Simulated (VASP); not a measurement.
Set up this calculation in VASP 6.6.1, as the native input.

```
Task                   : single point
Functional             : RPBE
Potentials or basis    : VASP PAW PBE potentials, release 64 (In_d)
Cutoff                 : 520 eV
k mesh                 : 19 × 19 × 19
Occupations            : fermi-dirac, width 0.1 eV
Spin                   : no spin polarisation
Dipole correction      : no
Further INCAR settings : ALGO = Normal; EDIFF = 1e-06; NBANDS = 12
```

The structure of In lies in POSCAR:

```
In
1.0
   -1.9395633363      1.9395633363      1.9395633363
    1.9395633363     -1.9395633363      1.9395633363
    1.9395633363      1.9395633363     -1.9395633363
In
1
Direct
    0.0000000000      0.0000000000      0.0000000000
```

One way to write it, as run:

INCAR

```
PREC     = Accurate       # precision mode
ENCUT    = 520            # plane-wave cutoff, eV
EDIFF    = 1E-6           # SCF threshold, eV
ISMEAR   = -1             # smearing method
SIGMA    = 0.1            # smearing width, eV
LREAL    = F              # projectors in reciprocal space
LASPH    = T              # aspherical terms in the spheres
NELM     = 60             # most SCF steps
ALGO     = Normal         # electronic algorithm
ISIF     = 2              # what is computed and relaxed
LWAVE    = F              # write WAVECAR
LCHARG   = T              # write CHGCAR
GGA      = RP             # functional
LELF     = T              # ELF
LVHAR    = T            
NBANDS   = 12             # bands
```

KPOINTS

```
Automatic mesh
0
Gamma
  19 19 19
```

Potentials or basis: VASP PAW PBE potentials, release 64 (In_d).

The run is started by

```bash
$ cat potpaw_PBE.64/In_d/POTCAR > POTCAR
$ mpirun -np 1 vasp_std > vasp.out
```

It gave:

| Quantity | Value |
| --- | --- |
| Pressure | -0.1 GPa |

Caveat: the PAW data sets were made with another functional, which shifts forces and pressure a little.

Run time: 2 min on 1 thread of AMD EPYC 7R13, with other jobs on the host, peak memory 0.18 GiB.
